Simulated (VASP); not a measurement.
# SiNi2 (P6_3/mmc) in VASP: electric field gradients with PBE

Aim: the electric field gradients of SiNi2 with PBE.

Program: VASP 6.6.1. These are calculated values, not measurements. Logs are shortened: lines on timing, memory, paths and dates and some standing lists are left out, and cuts for length are marked.

### 1 The cell of the first run

It takes space group P6_3/mmc (No. 194, hexagonal). The conventional cell has a = 3.805 Å, b = 3.805 Å, c = 4.890 Å, α = 90.00°, β = 90.00°, γ = 120.00°. Within 2.9 Å of Si (site symmetry -6m2) lie 11 Ni at 2.20 to 2.51 Å. Within 3.2 Å of Ni (site symmetry -3m) lie 8 Ni at 2.44 to 2.51 Å and 6 Si at 2.51 Å. Ni (site symmetry -6m2) has 5 Si at 2.20 to 2.45 Å and 6 Ni at 2.51 Å within 2.9 Å.

### 2 Electric field gradients, PBE, collinear spin, ferromagnetic start

Input file INCAR:

```
SYSTEM = SiNi2
ALGO = Normal
EDIFF = 1E-8
ENCUT = 520
GGA = PE
ISIF = 2
ISMEAR = -1
ISPIN = 2
LASPH = .TRUE.
LCHARG = .FALSE.
LEFG = .TRUE.
LMAXMIX = 4
LORBIT = 11
LREAL = .FALSE.
LWAVE = .FALSE.
MAGMOM = 0 0 1.5 1.5 1.5 1.5
NBANDS = 37
NELM = 150
PREC = Accurate
SIGMA = 0.02
```

Input file KPOINTS:

```
k-points
0
G
  13 13 9
  0 0 0
```

Input file POSCAR:

```
SiNi2
1.0
    3.8050014457      0.0000000000      0.0000000000
   -1.9025007228      3.2952279134      0.0000000000
    0.0000000000      0.0000000000      4.8900000000
Si Ni
2 4
Direct
    0.3333333333      0.6666666667      0.7500000000
    0.6666666667      0.3333333333      0.2500000000
    0.0000000000      0.0000000000      0.0000000000
    0.0000000000      0.0000000000      0.5000000000
    0.3333333333      0.6666666667      0.2500000000
    0.6666666667      0.3333333333      0.7500000000
```

Potentials or basis: VASP PAW PBE potentials, release 64 (Si, Ni).

Launch:

```bash
$ cat potpaw_PBE.64/Si/POTCAR potpaw_PBE.64/Ni/POTCAR > POTCAR
$ mpirun -np 1 vasp_std > vasp.out
```

OUTCAR:

```text
SYSTEM = SiNi2
   EDIFF = 1E-8
   ENCUT = 520
   GGA = PE
   ISIF = 2
   ISMEAR = -1
   ISPIN = 2
   LASPH = .TRUE.
   LORBIT = 11
   LREAL = .FALSE.
   NELM = 150
   PREC = Accurate

 ion  position               nearest neighbor table
   1  0.333  0.667  0.750-   6 2.20   6 2.20   6 2.20   5 2.44   5 2.44   3 2.51   4 2.51   4 2.51
                             3 2.51   4 2.51   3 2.51
   2  0.667  0.333  0.250-   5 2.20   5 2.20   5 2.20   6 2.44   6 2.44   3 2.51   4 2.51   3 2.51
                             4 2.51   3 2.51   4 2.51
   3  0.000  0.000  0.000-   4 2.44   4 2.44   1 2.51   5 2.51   6 2.51   2 2.51   1 2.51   5 2.51
                             2 2.51   6 2.51   2 2.51   6 2.51   1 2.51   5 2.51
   4  0.000  0.000  0.500-   3 2.44   3 2.44   1 2.51   5 2.51   6 2.51   2 2.51   1 2.51   5 2.51
                             2 2.51   6 2.51   2 2.51   6 2.51   1 2.51   5 2.51
   5  0.333  0.667  0.250-   2 2.20   2 2.20   2 2.20   1 2.44   1 2.44   3 2.51   4 2.51   4 2.51
                             3 2.51   4 2.51   3 2.51
   6  0.667  0.333  0.750-   1 2.20   1 2.20   1 2.20   2 2.44   2 2.44   3 2.51   4 2.51   3 2.51
                             4 2.51   3 2.51   4 2.51

  LATTYP: Found a hexagonal cell.
 ALAT       =     3.8050014457
 C/A-ratio  =     1.2851506287

  Lattice vectors:

 A1 = (   3.8050014457,   0.0000000000,   0.0000000000)
 A2 = (  -1.9025007228,   3.2952279134,   0.0000000000)
 A3 = (   0.0000000000,   0.0000000000,   4.8900000000)

Analysis of symmetry for initial positions (statically):
=====================================================================
 Subroutine PRICEL returns:
 Original cell was already a primitive cell.

 Routine SETGRP: Setting up the symmetry group for a
 hexagonal supercell.

 Subroutine GETGRP returns: Found 24 space group operations
 (whereof 12 operations were pure point group operations)
 out of a pool of 24 trial point group operations.

The static configuration has the point symmetry D_3d.
 The point group associated with its full space group is D_6h.

Analysis of symmetry for dynamics (positions and initial velocities):
=====================================================================
 Subroutine PRICEL returns:
 Original cell was already a primitive cell.

 Routine SETGRP: Setting up the symmetry group for a
 hexagonal supercell.

 Subroutine GETGRP returns: Found 24 space group operations
 (whereof 12 operations were pure point group operations)
 out of a pool of 24 trial point group operations.

The dynamic configuration has the point symmetry D_3d.
 The point group associated with its full space group is D_6h.

Analysis of structural, dynamic, and magnetic symmetry:
=====================================================================
 Subroutine PRICEL returns:
 Original cell was already a primitive cell.

 Routine SETGRP: Setting up the symmetry group for a
 hexagonal supercell.

 Subroutine GETGRP returns: Found 24 space group operations
 (whereof 12 operations were pure point group operations)
 out of a pool of 24 trial point group operations.

The overall configuration has the point symmetry D_3d.
 The point group associated with its full space group is D_6h.

 Subroutine INISYM returns: Found 24 space group operations
 (whereof 12 operations are pure point group operations),
 and found     1 'primitive' translations

----------------------------------------------------------------------------------------

                                     Primitive cell

  volume of cell :      61.3125

  direct lattice vectors                    reciprocal lattice vectors
     3.805001446  0.000000000  0.000000000     0.262811990  0.151734573  0.000000000
    -1.902500723  3.295227913  0.000000000     0.000000000  0.303469146  0.000000000
     0.000000000  0.000000000  4.890000000     0.000000000  0.000000000  0.204498978

  length of vectors
     3.805001446  3.805001446  4.890000000     0.303469146  0.303469146  0.204498978

  position of ions in fractional coordinates (direct lattice)
[... 117 lines left out ...]
   LRPA    =     F    only Hartree local field effects (RPA)
 spin polarized calculation
  energy-cutoff  :      520.00
  volume of cell :       61.31
 maximum number of plane-waves:      1668
   NGX = 15   NGY = 15   NGZ = 19

 number of electron      48.0000008 magnetization       0.0000334

 number of electron      48.0000008 magnetization      -0.0000010

 Free energy of the ion-electron system (eV)
  ---------------------------------------------------
  ext. energy  EPLUGINS =         0.00000000
  ---------------------------------------------------
  free energy    TOTEN  =       -35.49553060 eV

  energy without entropy =      -35.49042848  energy(sigma->0) =      -35.49297954

 E-fermi :  12.1507     XC(G=0): -13.2945

 val. band max:       12.1490316036   @ k =   0.4615   0.0769   0.3333
 cond. band min:      12.1517831419   @ k =   0.1538  -0.0000   0.0000
 fundamental gap:      0.0027515383
 Fermi energy:        12.1507457784

 spin component 1

 k-point     1 :       0.0000    0.0000    0.0000
  band No.  band energies     occupation
      1      -0.9711      1.00000
      2       3.6161      1.00000
      3       5.2821      1.00000
      4       6.6950      1.00000
      5       6.6950      1.00000
      6       7.9172      1.00000
[... 925 lines left out ...]
     35      20.6248      0.00000
     36      22.0902      0.00000

 [... further k-points ...]

 spin component 2

 k-point     1 :       0.0000    0.0000    0.0000
  band No.  band energies     occupation
      1      -0.9711      1.00000
      2       3.6161      1.00000
      3       5.2821      1.00000
      4       6.6950      1.00000
      5       6.6950      1.00000
      6       7.9172      1.00000
[... 925 lines left out ...]
     35      20.6248      0.00000
     36      22.0902      0.00000

 [... further k-points ...]

 [bands above 36 left out]

------------------------ aborting loop because EDIFF is reached ----------------------------------------

  FORCE on cell =-STRESS in cart. coord.  units (eV):
  Direction    XX          YY          ZZ          XY          YZ          ZX
  --------------------------------------------------------------------------------------
  -------------------------------------------------------------------------------------
  Total        7.8366197      7.8366197      5.7839095      0.0000000      0.0000000      0.0000000
  in kB      204.7812602    204.7812602    151.1412220      0.0000000      0.0000000      0.0000000
  external PRESSURE =     186.9012475 kB  Pullay stress =       0.0000000 kB

 VOLUME and BASIS-vectors are now :
 -----------------------------------------------------------------------------
  energy-cutoff  :      520.00
  volume of cell :       61.31
      direct lattice vectors                 reciprocal lattice vectors
     3.805001446  0.000000000  0.000000000     0.262811990  0.151734573  0.000000000
    -1.902500723  3.295227913  0.000000000     0.000000000  0.303469146  0.000000000
     0.000000000  0.000000000  4.890000000     0.000000000  0.000000000  0.204498978

 POSITION                                       TOTAL-FORCE (eV/Angst)
 -----------------------------------------------------------------------------------
     -0.00000      2.19682      3.66750         0.000000     -0.000000      0.000000
      1.90250      1.09841      1.22250        -0.000000      0.000000      0.000000
      0.00000      0.00000      0.00000         0.000000     -0.000000      0.000000
      0.00000      0.00000      2.44500         0.000000     -0.000000      0.000000
     -0.00000      2.19682      1.22250        -0.000000     -0.000000      0.000000
      1.90250      1.09841      3.66750         0.000000      0.000000      0.000000
 -----------------------------------------------------------------------------------
    total drift:                               -0.000000      0.000000      0.000000

  FREE ENERGIE OF THE ION-ELECTRON SYSTEM (eV)
  ---------------------------------------------------
  free  energy   TOTEN  =       -35.4955305962 eV

  energy  without entropy=      -35.4904284823  energy(sigma->0) =      -35.49297954

 Electric field gradients (V/A^2)
---------------------------------------------------------------------
 ion       V_xx      V_yy      V_zz      V_xy      V_xz      V_yz
---------------------------------------------------------------------
   1     -20.577   -20.577    41.154     0.000    -0.000     0.000
   2     -20.577   -20.577    41.154     0.000     0.000    -0.000
   3       7.775     7.769   -15.544    -0.005     0.000    -0.000
   4       7.775     7.769   -15.544    -0.005    -0.000     0.000
   5     -11.380   -11.378    22.758     0.002    -0.000     0.000
   6     -11.380   -11.378    22.758     0.002     0.000    -0.000
---------------------------------------------------------------------

 Electric field gradients after diagonalization (V/A^2)
 (convention: |V_zz| > |V_xx| > |V_yy|)
----------------------------------------------------------------------
 ion       V_xx      V_yy      V_zz     asymmetry (V_yy - V_xx)/ V_zz
----------------------------------------------------------------------
   1     -20.577   -20.577    41.154       0.000
   2     -20.577   -20.577    41.154       0.000
   3       7.777     7.767   -15.544       0.001
   4       7.777     7.767   -15.544       0.001
   5     -11.381   -11.377    22.758       0.000
   6     -11.381   -11.377    22.758       0.000
----------------------------------------------------------------------

           NMR quadrupolar parameters

 Cq : quadrupolar parameter    Cq=e*Q*V_zz/h
 eta: asymmetry parameters     (V_yy - V_xx)/ V_zz
 Q  : nuclear electric quadrupole moment in mb (millibarn)
----------------------------------------------------------------------
 ion       Cq(MHz)       eta       Q (mb)
----------------------------------------------------------------------
   1       0.100       0.000       1.000
   2       0.100       0.000       1.000
   3      -0.038       0.001       1.000
   4      -0.038       0.001       1.000
   5       0.055       0.000       1.000
   6       0.055       0.000       1.000
----------------------------------------------------------------------

 total charge

# of ion       s       p       d       tot
------------------------------------------
    1        0.726   0.916   0.000   1.642
    2        0.726   0.916   0.000   1.642
    3        0.458   0.605   8.469   9.531
    4        0.458   0.605   8.469   9.531
    5        0.543   0.687   8.564   9.794
    6        0.543   0.687   8.564   9.794
--------------------------------------------------
tot          3.455   4.415  34.065  41.935

 magnetization (x)

# of ion       s       p       d       tot
------------------------------------------
    1       -0.000   0.000   0.000   0.000
    2       -0.000   0.000   0.000   0.000
    3        0.000  -0.000   0.000   0.000
    4        0.000  -0.000   0.000   0.000
    5       -0.000  -0.000  -0.000  -0.000
    6       -0.000  -0.000  -0.000  -0.000
--------------------------------------------------
tot         -0.000  -0.000   0.000  -0.000
```

It took 7.2 min on 1 thread of Intel Xeon Platinum 8488C (Sapphire Rapids), shared host; peak memory 0.42 GiB.

What came out:

| Property | Result |
| --- | --- |
| Free energy | -35.4955 eV |
| Pressure | 18.7 GPa |
| Band gap on the k mesh | zero (filled and empty bands overlap) |
| Net moment | 0.00 μB per cell |
| Largest electric field gradient by atom | Si +41.2; Ni -15.5, +22.8 (each value once) V/Å² |
| Valence electrons inside the program's atomic spheres | Si 1.64; Ni 9.53, 9.79 (each value once) |

Stress tensor (GPa, compression positive):
```
20.48  0.00  0.00
 0.00 20.48  0.00
 0.00  0.00 15.11
```

Electric field gradients, principal values (V/Å²):
```
atom    least   middle  greatest (by size)
1 Si  -20.577  -20.577              41.154
2 Si  -20.577  -20.577              41.154
3 Ni    7.767    7.777             -15.544
4 Ni    7.767    7.777             -15.544
5 Ni  -11.377  -11.381              22.758
6 Ni  -11.377  -11.381              22.758
```

Caveat: the stress differs along the axes, from 15 to 20 GPa; the moments typed at the start vanished in this run; without QUAD_EFG the Cq values of the log hold for a quadrupole moment of 1 mb, not for the nuclei.
